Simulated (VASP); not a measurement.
# BN (BN (P6_3/mmc)) (P6_3/mmc) in VASP: single point with PBE

Aim: the single point of BN (BN (P6_3/mmc)) with PBE.

All numbers are computed with VASP 6.6.1; they aren't measurements. Logs are shortened: lines on timing, memory, paths and dates and some standing lists are left out, and cuts for length are marked.

**1. The cell of the first run**

The structure is hexagonal, space group P6_3/mmc (No. 194). Conventional cell: a = 2.488 Å, b = 2.488 Å, c = 6.495 Å, α = 90.00°, β = 90.00°, γ = 120.00°. Within 1.9 Å of B (site symmetry -6m2) lie 3 N at 1.44 Å. N (site symmetry -6m2) has 3 B at 1.44 Å within 1.9 Å.

**2. Single point, PBE**

INCAR

```
PREC     = Accurate       # precision mode
ENCUT    = 600            # plane-wave cutoff, eV
EDIFF    = 1E-6           # SCF threshold, eV
ISMEAR   = -1             # smearing method
SIGMA    = 0.01           # smearing width, eV
LREAL    = False          # projectors in reciprocal space
LASPH    = True           # aspherical terms in the spheres
NELM     = 120            # most SCF steps
ALGO     = Normal         # electronic algorithm
ISIF     = 2              # what is computed and relaxed
LWAVE    = False          # write WAVECAR
LCHARG   = True           # write CHGCAR
GGA      = PE             # functional
LELF     = True           # ELF
LVHAR    = True         
NBANDS   = 16             # bands
ISYM     = 0            
GGA_COMPAT= False
```

KPOINTS

```
Automatic mesh
0
Gamma
  4 4 2
  0.25 0.25 0.25
```

POSCAR

```
BN
1.0
    2.4883437615     -0.0000000007      0.0000000000
   -1.2441718801      2.1549689112      0.0000000000
    0.0000000000      0.0000000000      6.4954828750
B N
2 2
Direct
    0.3333333333      0.6666666667      0.2500000000
    0.6666666667      0.3333333333      0.7500000000
    0.3333333333      0.6666666667      0.7500000000
    0.6666666667      0.3333333333      0.2500000000
```

Potentials or basis: VASP PAW PBE potentials, release 64 (B, N).

Command:

```bash
$ cat potpaw_PBE.64/B/POTCAR potpaw_PBE.64/N/POTCAR > POTCAR
$ mpirun -np 1 vasp_std > vasp.out
```

OUTCAR:

```text
PREC = Accurate
   ENCUT = 600
   EDIFF = 1E-6
   ISMEAR = -1
   LREAL = False
   LASPH = True
   NELM = 120
   ISIF = 2
   GGA = PE
   ISYM = 0

 ion  position               nearest neighbor table
   1  0.333  0.667  0.250-   4 1.44   4 1.44   4 1.44
   2  0.667  0.333  0.750-   3 1.44   3 1.44   3 1.44
   3  0.333  0.667  0.750-   2 1.44   2 1.44   2 1.44
   4  0.667  0.333  0.250-   1 1.44   1 1.44   1 1.44

IMPORTANT INFORMATION: All symmetrisations will be switched off!
NOSYMM: (Re-)initialisation of all symmetry stuff for point group C_1.

----------------------------------------------------------------------------------------

                                     Primitive cell

  volume of cell :      34.8308

  direct lattice vectors                    reciprocal lattice vectors
     2.488343761 -0.000000001  0.000000000     0.401873735  0.232021909  0.000000000
    -1.244171880  2.154968911  0.000000000     0.000000000  0.464043818  0.000000000
     0.000000000  0.000000000  6.495482875     0.000000000  0.000000000  0.153953142

  length of vectors
     2.488343761  2.488343762  6.495482875     0.464043818  0.464043818  0.153953142

  position of ions in fractional coordinates (direct lattice)
     0.333333333  0.666666667  0.250000000
     0.666666667  0.333333333  0.750000000
     0.333333333  0.666666667  0.750000000
     0.666666667  0.333333333  0.250000000

  ion indices of the primitive-cell ions
   primitive index   ion index
                 1           1
                 2           2
                 3           3
                 4           4

----------------------------------------------------------------------------------------

 KPOINTS: Automatic mesh

Automatic generation of k-mesh.
 Grid dimensions read from file:
 generate k-points for:    4    4    2

 Generating k-lattice:

  Cartesian coordinates                     Fractional coordinates (reciprocal lattice)
     0.100468434  0.058005477  0.000000000     0.250000000  0.000000000  0.000000000
     0.000000000  0.116010954  0.000000000     0.000000000  0.250000000  0.000000000
     0.000000000  0.000000000  0.076976571     0.000000000  0.000000000  0.500000000

  Length of vectors
     0.116010954  0.116010954  0.076976571

  Shift w.r.t. Gamma in fractional coordinates (k-lattice)
     0.250000000  0.250000000  0.250000000

 Subroutine IBZKPT returns following result:
 ===========================================

 Found    192 irreducible k-points:

 Following reciprocal coordinates:
            Coordinates               Weight
  0.062500  0.062500  0.125000      2.000000
 -0.062500  0.125000  0.125000      2.000000
 -0.125000  0.062500  0.125000      2.000000
 -0.062500 -0.062500  0.125000      2.000000
  0.062500 -0.125000  0.125000      2.000000
  0.125000 -0.062500  0.125000      2.000000
[... 16 lines left out ...]
  0.062500  0.375000  0.125000      2.000000
 -0.375000  0.437500  0.125000      2.000000
 [... further k-points ...]
   k-points           NKPTS =    192   k-points in BZ     NKDIM =    192   number of bands    NBANDS=     16
   number of dos      NEDOS =    301   number of ions     NIONS =      4
   total plane-waves  NPLWV =  21600
   dimension x,y,z NGX =    20 NGY =   20 NGZ =   54
   dimension x,y,z NGXF=    40 NGYF=   40 NGZF=  108
   ions per type =               2   2
   NGX,Y,Z   is equivalent  to a cutoff of  13.36, 13.36, 13.82 a.u.
   NGXF,Y,Z  is equivalent  to a cutoff of  26.72, 26.72, 27.64 a.u.
 SYSTEM =  unknown system
   PREC   = accura    normal or accurate (medium, high low for compatibility)
   ISTART =      0    job   : 0-new  1-cont  2-samecut
   ICHARG =      2    charge: 1-file 2-atom 10-const
   ISPIN  =      1    spin polarized calculation?
   LNONCOLLINEAR =      F non collinear calculations
   LSORBIT =      F    spin-orbit coupling
   LASPH  =      T    aspherical Exc in radial PAW
   ENCUT  =  600.0 eV  44.10 Ry    6.64 a.u.   4.97  4.97 12.97*2*pi/ulx,y,z
   NELM   =    120;   NELMIN=  2; NELMDL= -5     # of ELM steps
   EDIFF  = 0.1E-05   stopping-criterion for ELM
   LREAL  =      F    real-space projection
   EDIFFG = 0.1E-04   stopping-criterion for IOM
   NSW    =      0    number of steps for IOM
   IBRION =     -1    ionic relax: 0-MD 1-quasi-New 2-CG
   NFREE  =      0    steps in history (QN), initial steepest desc. (CG)
   ISIF   =      2    stress and relaxation
   ISYM   =      0    0-nonsym 1-usesym 2-fastsym
   POTIM  = 0.5000    time-step for ionic-motion
   TEBEG  =    0.0;   TEEND  =   0.0 temperature during run
   PSTRESS=    0.0 pullay stress
   NELECT =      16.0000    total number of electrons
   NUPDOWN=      -1.0000    fix difference up-down
   EMIN   =  10.00;   EMAX   =-10.00  energy-range for DOS
   EFERMI =   0.00;   METHOD = LEGACY
   ISMEAR =    -1;   SIGMA  =   0.01  broadening in eV -4-tet -1-fermi 0-gaus
   EFERMI_NEDOS =   21; number of points for ismear=-14 and -15
   IALGO  =     38    algorithm
   IMIX   =      4    mixing-type and parameters
     AMIX     =   0.40;   BMIX     =  1.00
     AMIX_MAG =   1.60;   BMIX_MAG =  1.00
  volume/ion in A,a.u.               =       8.71        58.76
  Fermi-wavevector in a.u.,A,eV,Ry     =   1.263166  2.387038 21.709310  1.595589
  Thomas-Fermi vector in A             =   2.396537
   LORBIT       =      0    0 simple, 1 ext, 2 COOP (PROOUT), +10 PAW based schemes
   GGA     = PE    functional components
   LHFCALC =     F    Hartree Fock is set to
   AEXX    =    0.0000 exact exchange contribution
   IVDW    =     0    specifies the selected vdW correction
   LEPSILON=     F    determine dielectric tensor
   LRPA    =     F    only Hartree local field effects (RPA)
 non-spin polarized calculation
  energy-cutoff  :      600.00
  volume of cell :       34.83
 maximum number of plane-waves:      1184
   NGX =  9   NGY =  9   NGZ = 25

 number of electron      15.9999998 magnetization

 Free energy of the ion-electron system (eV)
  ---------------------------------------------------
  ext. energy  EPLUGINS =         0.00000000
  ---------------------------------------------------
  free energy    TOTEN  =       -35.13328344 eV

  energy without entropy =      -35.13328344  energy(sigma->0) =      -35.13328344

 E-fermi :   2.7855     XC(G=0): -10.2558

 val. band max:        2.5695631299   @ k =   0.3125   0.3750   0.1250
 cond. band min:       6.9773568910   @ k =   0.4375   0.4375   0.1250
 fundamental gap:      4.4077937610
 Fermi energy:         2.7855451447

 k-point     1 :       0.0625    0.0625    0.1250
  band No.  band energies     occupation
      1     -15.1578      2.00000
      2     -14.8472      2.00000
      3      -3.4812      2.00000
      4      -1.3543      2.00000
      5       0.3307      2.00000
      6       0.3628      2.00000
[... 8 lines left out ...]
     15      15.3007      0.00000
     16      16.0032      0.00000

 k-point     2 :      -0.0625    0.1250    0.1250
  band No.  band energies     occupation
      1     -15.1578      2.00000
      2     -14.8472      2.00000
      3      -3.4812      2.00000
      4      -1.3543      2.00000
      5       0.3307      2.00000
      6       0.3628      2.00000
[... 8 lines left out ...]
     15      15.3007      0.00000
     16      16.0032      0.00000

 k-point     3 :      -0.1250    0.0625    0.1250
  band No.  band energies     occupation
      1     -15.1578      2.00000
      2     -14.8472      2.00000
      3      -3.4812      2.00000
      4      -1.3543      2.00000
      5       0.3307      2.00000
      6       0.3628      2.00000
[... 8 lines left out ...]
     15      15.3007      0.00000
     16      16.0032      0.00000

 k-point     4 :      -0.0625   -0.0625    0.1250
  band No.  band energies     occupation
      1     -15.1578      2.00000
      2     -14.8472      2.00000
      3      -3.4812      2.00000
      4      -1.3543      2.00000
      5       0.3307      2.00000
      6       0.3628      2.00000
[... 8 lines left out ...]
     15      15.3007      0.00000
     16      16.0032      0.00000

 k-point     5 :       0.0625   -0.1250    0.1250
  band No.  band energies     occupation
      1     -15.1578      2.00000
      2     -14.8472      2.00000
      3      -3.4812      2.00000
      4      -1.3543      2.00000
      5       0.3307      2.00000
      6       0.3628      2.00000
[... 8 lines left out ...]
     15      15.3007      0.00000
     16      16.0032      0.00000

 k-point     6 :       0.1250   -0.0625    0.1250
  band No.  band energies     occupation
      1     -15.1578      2.00000
      2     -14.8472      2.00000
      3      -3.4812      2.00000
      4      -1.3543      2.00000
      5       0.3307      2.00000
      6       0.3628      2.00000
[... 8 lines left out ...]
     15      15.3007      0.00000
     16      16.0032      0.00000

 k-point     7 :       0.3125    0.0625    0.1250
  band No.  band energies     occupation
      1     -13.2124      2.00000
      2     -12.9917      2.00000
      3      -4.5986      2.00000
      4      -4.5091      2.00000
      5      -1.3620      2.00000
      6      -1.2914      2.00000
[... 8 lines left out ...]
     15      18.6518      0.00000
     16      20.9692      0.00000

 k-point     8 :      -0.0625    0.3750    0.1250
  band No.  band energies     occupation
      1     -13.2124      2.00000
      2     -12.9917      2.00000
      3      -4.5986      2.00000
      4      -4.5091      2.00000
      5      -1.3620      2.00000
      6      -1.2914      2.00000
[... 8 lines left out ...]
     15      18.6518      0.00000
     16      20.9692      0.00000

 k-point     9 :      -0.3750    0.3125    0.1250
  band No.  band energies     occupation
      1     -13.2124      2.00000
      2     -12.9917      2.00000
      3      -4.5986      2.00000
      4      -4.5091      2.00000
      5      -1.3620      2.00000
      6      -1.2914      2.00000
[... 8 lines left out ...]
     15      18.6518      0.00000
     16      20.9692      0.00000
[... 172 lines left out ...]
 k-point    19 :      -0.4375    0.0625    0.1250
  band No.  band energies     occupation
      1     -12.5888      2.00000
      2     -12.4225      2.00000
      3      -5.6744      2.00000
      4      -5.5838      2.00000
      5      -1.6827      2.00000
      6      -1.6095      2.00000
[... 8 lines left out ...]
     15      18.2025      0.00000
     16      21.7785      0.00000

 k-point    20 :      -0.0625   -0.3750    0.1250
  band No.  band energies     occupation
      1     -12.5888      2.00000
      2     -12.4225      2.00000
      3      -5.6744      2.00000
      4      -5.5838      2.00000
      5      -1.6827      2.00000
      6      -1.6095      2.00000
[... 8 lines left out ...]
     15      18.2025      0.00000
     16      21.7785      0.00000

 k-point    21 :       0.3750   -0.4375    0.1250
  band No.  band energies     occupation
      1     -12.5888      2.00000
      2     -12.4225      2.00000
      3      -5.6744      2.00000
      4      -5.5838      2.00000
      5      -1.6827      2.00000
      6      -1.6095      2.00000
[... 8 lines left out ...]
     15      18.2025      0.00000
     16      21.7785      0.00000

 k-point    22 :       0.4375   -0.0625    0.1250
  band No.  band energies     occupation
      1     -12.5888      2.00000
      2     -12.4225      2.00000
      3      -5.6744      2.00000
      4      -5.5838      2.00000
      5      -1.6827      2.00000
      6      -1.6095      2.00000
[... 8 lines left out ...]
     15      18.2025      0.00000
     16      21.7785      0.00000

 k-point    23 :       0.0625    0.3750    0.1250
  band No.  band energies     occupation
      1     -12.5888      2.00000
      2     -12.4225      2.00000
      3      -5.6744      2.00000
      4      -5.5838      2.00000
      5      -1.6827      2.00000
      6      -1.6095      2.00000
[... 8 lines left out ...]
     15      18.2025      0.00000
     16      21.7785      0.00000

 k-point    24 :      -0.3750    0.4375    0.1250
  band No.  band energies     occupation
      1     -12.5888      2.00000
      2     -12.4225      2.00000
      3      -5.6744      2.00000
      4      -5.5838      2.00000
      5      -1.6827      2.00000
      6      -1.6095      2.00000
[... 8 lines left out ...]
     15      18.2025      0.00000
     16      21.7785      0.00000

 [... further k-points ...]
[... 5 lines left out ...]
  --------------------------------------------------------------------------------------
  -------------------------------------------------------------------------------------
  Total        2.3821346      2.3821346      0.7626762      0.0000003      0.0000000      0.0000000
  in kB      109.5756487    109.5756466     35.0822891      0.0000155      0.0000018      0.0000011
  external PRESSURE =      84.7445281 kB  Pullay stress =       0.0000000 kB

 VOLUME and BASIS-vectors are now :
 -----------------------------------------------------------------------------
  energy-cutoff  :      600.00
  volume of cell :       34.83
      direct lattice vectors                 reciprocal lattice vectors
     2.488343761 -0.000000001  0.000000000     0.401873735  0.232021909  0.000000000
    -1.244171880  2.154968911  0.000000000     0.000000000  0.464043818  0.000000000
     0.000000000  0.000000000  6.495482875     0.000000000  0.000000000  0.153953142

 POSITION                                       TOTAL-FORCE (eV/Angst)
 -----------------------------------------------------------------------------------
      0.00000      1.43665      1.62387        -0.000000      0.000000      0.000001
      1.24417      0.71832      4.87161         0.000000     -0.000000      0.000001
      0.00000      1.43665      4.87161        -0.000000     -0.000000     -0.000000
      1.24417      0.71832      1.62387         0.000000      0.000000     -0.000001
 -----------------------------------------------------------------------------------
    total drift:                               -0.000000      0.000000     -0.000002

  FREE ENERGIE OF THE ION-ELECTRON SYSTEM (eV)
  ---------------------------------------------------
  free  energy   TOTEN  =       -35.1332834397 eV

  energy  without entropy=      -35.1332834397  energy(sigma->0) =      -35.13328344
```

Run time: 82 s. Hardware: 1 thread of Intel Xeon Platinum 8488C (Sapphire Rapids), shared host; peak memory 0.23 GiB.

What came out:

```
Free energy            : -35.1333 eV
Pressure               : 8.5 GPa
Band gap on the k mesh : 4.41 eV, indirect (least direct gap 4.71 eV)
```

Caveat: the k points lie up to 0.73 Å⁻¹ apart; this functional lacks dispersion, which binds the layers, so the pressure and a relaxed spacing across them are unreliable. A k mesh can miss the band edges.
